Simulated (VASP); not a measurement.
# Ca (P6_3/mmc) in VASP: notebook

The runs below take Ca through relaxation of cell and atoms, single point, with PBEsol.

Everything below comes from runs of VASP 6.6.1. Logs are shortened: lines on timing, memory, paths and dates and some standing lists are left out, and cuts for length are marked.

### 1 The cell of the first run

Symmetry: P6_3/mmc, No. 194, hexagonal system. Conventional cell: a = 3.854 Å, b = 3.854 Å, c = 6.340 Å, α = 90.00°, β = 90.00°, γ = 120.00°. Within 5.1 Å of Ca (site symmetry -6m2) lie 12 Ca at 3.85 to 3.87 Å.

This isn't the form of Ca at room conditions, which is fcc.

### 2 Relaxation of cell and atoms, PBEsol

Contents of INCAR:

```
SYSTEM = Ca
PREC = Accurate
ENCUT = 600
EDIFF = 1E-6
ISMEAR = 0
SIGMA = 0.1
LREAL = .False.
LASPH = .True.
NELM = 100
ALGO = Normal
ISIF = 3
LWAVE = .False.
LCHARG = .False.
GGA = PS
IBRION = 2
NSW = 100
EDIFFG = -0.005
```

Contents of KPOINTS:

```
regular mesh
0
Gamma
  12 12 8
  0 0 0
```

Contents of POSCAR:

```
Ca
1.0
    3.8536567445      0.0000000000      0.0000000000
   -1.9268283723      3.3373646382      0.0000000000
    0.0000000000      0.0000000000      6.3401854572
Ca
2
Direct
    0.3333333333      0.6666666667      0.2500000000
    0.6666666667      0.3333333333      0.7500000000
```

Potentials or basis: VASP PAW PBE potentials, release 64 (Ca_sv).

On the command line:

```console
> cat potpaw_PBE.64/Ca_sv/POTCAR > POTCAR
> mpirun -np 1 vasp_std > vasp.out
```

OUTCAR:

```text
SYSTEM = Ca
   PREC = Accurate
   ENCUT = 600
   EDIFF = 1E-6
   ISMEAR = 0
   LREAL = .False.
   LASPH = .True.
   NELM = 100
   ISIF = 3
   GGA = PS
   IBRION = 2
   NSW = 100
   EDIFFG = -0.005

 ion  position               nearest neighbor table
   1  0.333  0.667  0.250-
   2  0.667  0.333  0.750-

  LATTYP: Found a hexagonal cell.
 ALAT       =     3.8536567445
 C/A-ratio  =     1.6452387635

  Lattice vectors:

 A1 = (   3.8536567445,   0.0000000000,   0.0000000000)
 A2 = (  -1.9268283723,   3.3373646382,   0.0000000000)
 A3 = (   0.0000000000,   0.0000000000,   6.3401854572)

Analysis of symmetry for initial positions (statically):
=====================================================================
 Subroutine PRICEL returns:
 Original cell was already a primitive cell.

 Routine SETGRP: Setting up the symmetry group for a
 hexagonal supercell.

 Subroutine GETGRP returns: Found 24 space group operations
 (whereof 12 operations were pure point group operations)
 out of a pool of 24 trial point group operations.

The static configuration has the point symmetry D_3d.
 The point group associated with its full space group is D_6h.

Analysis of symmetry for dynamics (positions and initial velocities):
=====================================================================
 Subroutine PRICEL returns:
 Original cell was already a primitive cell.

 Routine SETGRP: Setting up the symmetry group for a
 hexagonal supercell.

 Subroutine GETGRP returns: Found 24 space group operations
 (whereof 12 operations were pure point group operations)
 out of a pool of 24 trial point group operations.

The dynamic configuration has the point symmetry D_3d.
 The point group associated with its full space group is D_6h.

 Subroutine INISYM returns: Found 24 space group operations
 (whereof 12 operations are pure point group operations),
 and found     1 'primitive' translations

----------------------------------------------------------------------------------------

                                     Primitive cell

  volume of cell :      81.5415

  direct lattice vectors                    reciprocal lattice vectors
     3.853656744  0.000000000  0.000000000     0.259493792  0.149818810  0.000000000
    -1.926828372  3.337364638  0.000000000     0.000000000  0.299637621  0.000000000
     0.000000000  0.000000000  6.340185457     0.000000000  0.000000000  0.157724093

  length of vectors
     3.853656744  3.853656745  6.340185457     0.299637621  0.299637621  0.157724093

  position of ions in fractional coordinates (direct lattice)
     0.333333333  0.666666667  0.250000000
     0.666666667  0.333333333  0.750000000

  ion indices of the primitive-cell ions
   primitive index   ion index
                 1           1
                 2           2

----------------------------------------------------------------------------------------

 KPOINTS: regular mesh

Automatic generation of k-mesh.
 Grid dimensions read from file:
 generate k-points for:   12   12    8

 Generating k-lattice:

  Cartesian coordinates                     Fractional coordinates (reciprocal lattice)
     0.021624483  0.012484901  0.000000000     0.083333333  0.000000000  0.000000000
     0.000000000  0.024969802  0.000000000     0.000000000  0.083333333  0.000000000
     0.000000000  0.000000000  0.019715512     0.000000000  0.000000000  0.125000000

  Length of vectors
     0.024969802  0.024969802  0.019715512

[... 62 lines left out ...]
   TEBEG  =    0.0;   TEEND  =   0.0 temperature during run
   PSTRESS=    0.0 pullay stress
   NELECT =      20.0000    total number of electrons
   NUPDOWN=      -1.0000    fix difference up-down
   EMIN   =  10.00;   EMAX   =-10.00  energy-range for DOS
   EFERMI =   0.00;   METHOD = LEGACY
   ISMEAR =     0;   SIGMA  =   0.10  broadening in eV -4-tet -1-fermi 0-gaus
   EFERMI_NEDOS =   21; number of points for ismear=-14 and -15
   IALGO  =     38    algorithm
   IMIX   =      4    mixing-type and parameters
     AMIX     =   0.40;   BMIX     =  1.00
     AMIX_MAG =   1.60;   BMIX_MAG =  1.00
  volume/ion in A,a.u.               =      40.77       275.13
  Fermi-wavevector in a.u.,A,eV,Ry     =   1.024767  1.936529 14.288133  1.050148
  Thomas-Fermi vector in A             =   2.158572
   LORBIT       =      0    0 simple, 1 ext, 2 COOP (PROOUT), +10 PAW based schemes
   GGA     = PS    functional components
   LHFCALC =     F    Hartree Fock is set to
   AEXX    =    0.0000 exact exchange contribution
   IVDW    =     0    specifies the selected vdW correction
   LEPSILON=     F    determine dielectric tensor
   LRPA    =     F    only Hartree local field effects (RPA)
 conjugate gradient relaxation of ions
 non-spin polarized calculation
 Gauss-broadening in eV      SIGMA  =   0.10
  energy-cutoff  :      600.00
  volume of cell :       81.54
 maximum number of plane-waves:      2756
 NGX is ok and might be reduce to    32
   NGX = 15   NGY = 15   NGZ = 25

--------------------------------------- Ionic step        1  -------------------------------------------

 number of electron      19.9999999 magnetization

 Free energy of the ion-electron system (eV)
  ---------------------------------------------------
  ext. energy  EPLUGINS =         0.00000000
  ---------------------------------------------------
  free energy    TOTEN  =        -4.26621851 eV

  energy without entropy =       -4.25676872  energy(sigma->0) =       -4.26149361

------------------------ aborting loop because EDIFF is reached ----------------------------------------

  FORCE on cell =-STRESS in cart. coord.  units (eV):
  Direction    XX          YY          ZZ          XY          YZ          ZX
  --------------------------------------------------------------------------------------
  -------------------------------------------------------------------------------------
  Total        0.0080540      0.0080540      0.0171317     -0.0000000     -0.0000000      0.0000000
  in kB        0.1582505      0.1582505      0.3366146     -0.0000000     -0.0000000      0.0000000
  external PRESSURE =       0.2177052 kB  Pullay stress =       0.0000000 kB

 VOLUME and BASIS-vectors are now :
 -----------------------------------------------------------------------------
  energy-cutoff  :      600.00
  volume of cell :       81.54
      direct lattice vectors                 reciprocal lattice vectors
     3.853656744  0.000000000  0.000000000     0.259493792  0.149818810  0.000000000
    -1.926828372  3.337364638  0.000000000     0.000000000  0.299637621  0.000000000
     0.000000000  0.000000000  6.340185457     0.000000000  0.000000000  0.157724093

 POSITION                                       TOTAL-FORCE (eV/Angst)
 -----------------------------------------------------------------------------------
     -0.00000      2.22491      1.58505        -0.000000      0.000000     -0.000000
      1.92683      1.11245      4.75514         0.000000      0.000000      0.000000
 -----------------------------------------------------------------------------------
    total drift:                               -0.000000      0.000000      0.000000

  FREE ENERGIE OF THE ION-ELECTRON SYSTEM (eV)
  ---------------------------------------------------
  free  energy   TOTEN  =        -4.2662185142 eV

  energy  without entropy=       -4.2567687158  energy(sigma->0) =       -4.26149361

--------------------------------------- Ionic step        2  -------------------------------------------

 number of electron      19.9999999 magnetization

 Free energy of the ion-electron system (eV)
  ---------------------------------------------------
  ext. energy  EPLUGINS =         0.00000000
  ---------------------------------------------------
  free energy    TOTEN  =        -4.26622651 eV

  energy without entropy =       -4.25675873  energy(sigma->0) =       -4.26149262

 E-fermi :   2.0865     XC(G=0):  -7.9173

 val. band max:        2.0860426182   @ k =   0.2500   0.0833   0.0000
 cond. band min:       2.1451055343   @ k =   0.0000   0.0000   0.1250
 fundamental gap:      0.0590629161
 Fermi energy:         2.0864736894

 k-point     1 :       0.0000    0.0000    0.0000
  band No.  band energies     occupation
      1     -39.7273      2.00000
      2     -39.7115      2.00000
      3     -20.8672      2.00000
      4     -20.7387      2.00000
      5     -20.7387      2.00000
      6     -20.7177      2.00000
      7     -20.7177      2.00000
      8     -20.7107      2.00000
      9      -2.0729      2.00000
     10       0.9729      2.00000
     11       1.8618      1.99851
     12       4.3473      0.00000
     13       4.3882      0.00000
     14       4.3882      0.00000
[... 377 lines left out ...]
      1     -39.7152      2.00000
      2     -39.7068      2.00000
      3     -20.8401      2.00000
      4     -20.8166      2.00000
      5     -20.8069      2.00000
      6     -20.7653      2.00000
      7     -20.7358      2.00000
      8     -20.7324      2.00000
      9      -0.4039      2.00000
     10       1.7377      2.00000
     11       2.4203      0.00000
     12       2.6823      0.00000
     13       3.8424      0.00000
     14       3.8553      0.00000

 [... further k-points ...]

------------------------ aborting loop because EDIFF is reached ----------------------------------------

  FORCE on cell =-STRESS in cart. coord.  units (eV):
  Direction    XX          YY          ZZ          XY          YZ          ZX
  --------------------------------------------------------------------------------------
  -------------------------------------------------------------------------------------
  Total       -0.0016548     -0.0016548      0.0018413      0.0000000      0.0000000      0.0000000
  in kB       -0.0324880     -0.0324880      0.0361505      0.0000000      0.0000000      0.0000000
  external PRESSURE =      -0.0096085 kB  Pullay stress =       0.0000000 kB

 VOLUME and BASIS-vectors are now :
 -----------------------------------------------------------------------------
  energy-cutoff  :      600.00
  volume of cell :       81.61
      direct lattice vectors                 reciprocal lattice vectors
     3.854405409 -0.000000000  0.000000000     0.259443388  0.149789710  0.000000000
    -1.927202705  3.338013001  0.000000000     0.000000000  0.299579420  0.000000000
     0.000000000 -0.000000000  6.342805475     0.000000000  0.000000000  0.157658942

 POSITION                                       TOTAL-FORCE (eV/Angst)
 -----------------------------------------------------------------------------------
     -0.00000      2.22534      1.58570         0.000000      0.000000     -0.000000
      1.92720      1.11267      4.75710        -0.000000     -0.000000      0.000000
 -----------------------------------------------------------------------------------
    total drift:                               -0.000000      0.000000      0.000000

  FREE ENERGIE OF THE ION-ELECTRON SYSTEM (eV)
  ---------------------------------------------------
  free  energy   TOTEN  =        -4.2662265062 eV

  energy  without entropy=       -4.2567587343  energy(sigma->0) =       -4.26149262

 reached required accuracy - stopping structural energy minimisation
```

It took 2.9 min on 1 thread of Intel Xeon 6975P-C (Granite Rapids), shared host; peak memory 0.3 GiB.

What came out:

```yaml
Free_energy: -4.2662 eV
Relaxed_volume: 40.80 Å³/atom
Relaxed_cell: a = 3.854 Å, b = 3.854 Å, c = 6.343 Å, α = 90.00°, β = 90.00°, γ = 120.00°
Space_group_after_relaxing_to_0.1_Å: P6_3/mmc (No. 194)
Energy_gained_by_relaxing: 0.0 meV/atom
Ionic_steps: 2
Pressure_after_relaxing: 0.0 GPa
Band_gap_on_the_k_mesh: zero (bands 10 and 11 overlap by 0.46 eV)
```

Final structure:
```yaml
crystal:
  lattice:
    - [3.85441, 0.00000, 0.00000]
    - [-1.92720, 3.33801, 0.00000]
    - [0.00000, 0.00000, 6.34281]
  atoms:
    - { symbol: Ca, position: [0.33333, 0.66667, 0.25000] }
    - { symbol: Ca, position: [0.66667, 0.33333, 0.75000] }
```

Levels at points of the mesh, in eV from the Fermi level:
```csv
k point,band 7,band 8,band 9,band 10,band 11,band 12,band 13,band 14
"(0.00, 0.00, 0.00)",-22.80,-22.80,-4.16,-1.11,-0.22,2.26,2.30,2.30
"(0.50, 0.00, 0.00)",-22.83,-22.83,-1.16,-0.71,0.16,0.33,1.37,1.92
"(0.00, 0.00, 0.50)",-22.81,-22.81,-3.12,-3.12,1.36,1.36,2.29,2.29
"(0.50, 0.00, 0.50)",-22.84,-22.84,-0.74,-0.74,0.10,0.10,1.43,1.43
```

Caveat: the PAW data sets were made with another functional, which shifts forces and pressure a little.

### 3 Single point, PBEsol

Contents of INCAR:

```
  PREC = Accurate
  ENCUT = 520
  EDIFF = 1E-7
  ISMEAR = 0
  SIGMA = 0.1
  LREAL = F
  LASPH = T
  NELM = 100
  ALGO = Normal
  ISIF = 2
  LWAVE = F
  LCHARG = T
  GGA = PS
  LELF = T
  LVHAR = T
  NBANDS = 17
  ISYM = 0
```

Contents of KPOINTS:

```
Automatic mesh
0
Gamma
  9 6 10
```

Contents of POSCAR:

```
Ca
1.0
    3.8536567445      0.0000000000      0.0000000000
    0.0000000000      6.3401854572      0.0000000000
    1.9268283722      0.0000000000      3.3373646382
Ca
2
Direct
    0.3333333333      0.7500000000      0.3333333333
    0.6666666667      0.2500000000      0.6666666667
```

Potentials or basis: VASP PAW PBE potentials, release 64 (Ca_sv).

On the command line:

```console
> cat potpaw_PBE.64/Ca_sv/POTCAR > POTCAR
> mpirun -np 1 vasp_std > vasp.out
```

OUTCAR:

```text
PREC = Accurate
   ENCUT = 520
   EDIFF = 1E-7
   ISMEAR = 0
   LREAL = F
   LASPH = T
   NELM = 100
   ISIF = 2
   GGA = PS
   ISYM = 0

 ion  position               nearest neighbor table
   1  0.333  0.750  0.333-
   2  0.667  0.250  0.667-

IMPORTANT INFORMATION: All symmetrisations will be switched off!
NOSYMM: (Re-)initialisation of all symmetry stuff for point group C_1.

----------------------------------------------------------------------------------------

                                     Primitive cell

  volume of cell :      81.5415

  direct lattice vectors                    reciprocal lattice vectors
     3.853656744  0.000000000  0.000000000     0.259493792  0.000000000 -0.149818810
     0.000000000  6.340185457  0.000000000     0.000000000  0.157724093  0.000000000
     1.926828372  0.000000000  3.337364638     0.000000000  0.000000000  0.299637621

  length of vectors
     3.853656744  6.340185457  3.853656744     0.299637621  0.157724093  0.299637621

  position of ions in fractional coordinates (direct lattice)
     0.333333333  0.750000000  0.333333333
     0.666666667  0.250000000  0.666666667

  ion indices of the primitive-cell ions
   primitive index   ion index
                 1           1
                 2           2

----------------------------------------------------------------------------------------

 KPOINTS: Automatic mesh

Automatic generation of k-mesh.
 Grid dimensions read from file:
 generate k-points for:    9    6   10

 Generating k-lattice:

  Cartesian coordinates                     Fractional coordinates (reciprocal lattice)
     0.028832644  0.000000000 -0.016646534     0.111111111  0.000000000  0.000000000
     0.000000000  0.026287349  0.000000000     0.000000000  0.166666667  0.000000000
[... 95 lines left out ...]
   ISMEAR =     0;   SIGMA  =   0.10  broadening in eV -4-tet -1-fermi 0-gaus
   EFERMI_NEDOS =   21; number of points for ismear=-14 and -15
   IALGO  =     38    algorithm
   IMIX   =      4    mixing-type and parameters
     AMIX     =   0.40;   BMIX     =  1.00
     AMIX_MAG =   1.60;   BMIX_MAG =  1.00
  volume/ion in A,a.u.               =      40.77       275.13
  Fermi-wavevector in a.u.,A,eV,Ry     =   1.024767  1.936529 14.288133  1.050148
  Thomas-Fermi vector in A             =   2.158572
   LORBIT       =      0    0 simple, 1 ext, 2 COOP (PROOUT), +10 PAW based schemes
   GGA     = PS    functional components
   LHFCALC =     F    Hartree Fock is set to
   AEXX    =    0.0000 exact exchange contribution
   IVDW    =     0    specifies the selected vdW correction
   LEPSILON=     F    determine dielectric tensor
   LRPA    =     F    only Hartree local field effects (RPA)
 non-spin polarized calculation
 Gauss-broadening in eV      SIGMA  =   0.10
  energy-cutoff  :      520.00
  volume of cell :       81.54
 maximum number of plane-waves:      2217
 NGX is ok and might be reduce to    30
   NGX = 15   NGY = 23   NGZ = 15

 number of electron      20.0000000 magnetization

 Free energy of the ion-electron system (eV)
  ---------------------------------------------------
  ext. energy  EPLUGINS =         0.00000000
  ---------------------------------------------------
  free energy    TOTEN  =        -4.26723848 eV

  energy without entropy =       -4.25697173  energy(sigma->0) =       -4.26210511

 E-fermi :   2.0935     XC(G=0):  -7.9200

 val. band max:        2.0908124218   @ k =  -0.3333   0.3333   0.3000
 cond. band min:       2.0998226904   @ k =  -0.4444   0.0000   0.3000
 fundamental gap:      0.0090102685
 Fermi energy:         2.0935461048

 k-point     1 :       0.0000    0.0000    0.0000
  band No.  band energies     occupation
      1     -39.7249      2.00000
      2     -39.7090      2.00000
      3     -20.8632      2.00000
      4     -20.7379      2.00000
      5     -20.7353      2.00000
      6     -20.7167      2.00000
[... 457 lines left out ...]
      4     -20.7855      2.00000
      5     -20.7273      2.00000
      6     -20.7273      2.00000
[... 9 lines left out ...]
     16       4.3826      0.00000
     17       5.8133      0.00000

 [... further k-points ...]

------------------------ aborting loop because EDIFF is reached ----------------------------------------

  FORCE on cell =-STRESS in cart. coord.  units (eV):
  Direction    XX          YY          ZZ          XY          YZ          ZX
  --------------------------------------------------------------------------------------
  -------------------------------------------------------------------------------------
  Total        0.0103266      0.0900537     -0.0742648      0.0000005      0.0000010     -0.0099883
  in kB        0.2029032      1.7694313     -1.4591996      0.0000095      0.0000204     -0.1962557
  external PRESSURE =       0.1710450 kB  Pullay stress =       0.0000000 kB

 VOLUME and BASIS-vectors are now :
 -----------------------------------------------------------------------------
  energy-cutoff  :      520.00
  volume of cell :       81.54
      direct lattice vectors                 reciprocal lattice vectors
     3.853656744  0.000000000  0.000000000     0.259493792  0.000000000 -0.149818810
     0.000000000  6.340185457  0.000000000     0.000000000  0.157724093  0.000000000
     1.926828372  0.000000000  3.337364638     0.000000000  0.000000000  0.299637621

 POSITION                                       TOTAL-FORCE (eV/Angst)
 -----------------------------------------------------------------------------------
      1.92683      4.75514      1.11245         0.000661     -0.000000     -0.000149
      3.85366      1.58505      2.22491        -0.000661      0.000000      0.000149
 -----------------------------------------------------------------------------------
    total drift:                               -0.000001      0.000000     -0.000000

  FREE ENERGIE OF THE ION-ELECTRON SYSTEM (eV)
  ---------------------------------------------------
  free  energy   TOTEN  =        -4.2672384836 eV

  energy  without entropy=       -4.2569717334  energy(sigma->0) =       -4.26210511
```

It took 4.2 min on 1 thread of Intel Xeon 6975P-C (Granite Rapids), shared host; peak memory 0.43 GiB.

What came out:

```
Free energy            : -4.2672 eV
Pressure               : 0.0 GPa
Band gap on the k mesh : zero (bands 10 and 11 overlap by 0.42 eV)
```

Levels at points of the mesh, in eV from the Fermi level:
```
           k point  band 8  band 9  band 10  band 11  band 12  band 13
(0.00, 0.00, 0.00)  -22.80   -4.16    -1.12    -0.23     2.26     2.30
(0.00, 0.50, 0.00)  -22.82   -3.13    -3.13     1.36     1.36     2.29
(0.00, 0.00, 0.50)  -22.83   -1.16    -0.71     0.15     0.32     1.36
(0.00, 0.50, 0.50)  -22.84   -0.75    -0.75     0.10     0.10     1.43
```

Caveat: the PAW data sets were made with another functional, which shifts forces and pressure a little.

The gap in the log of VASP goes by the Fermi energy; the results here count the filled bands.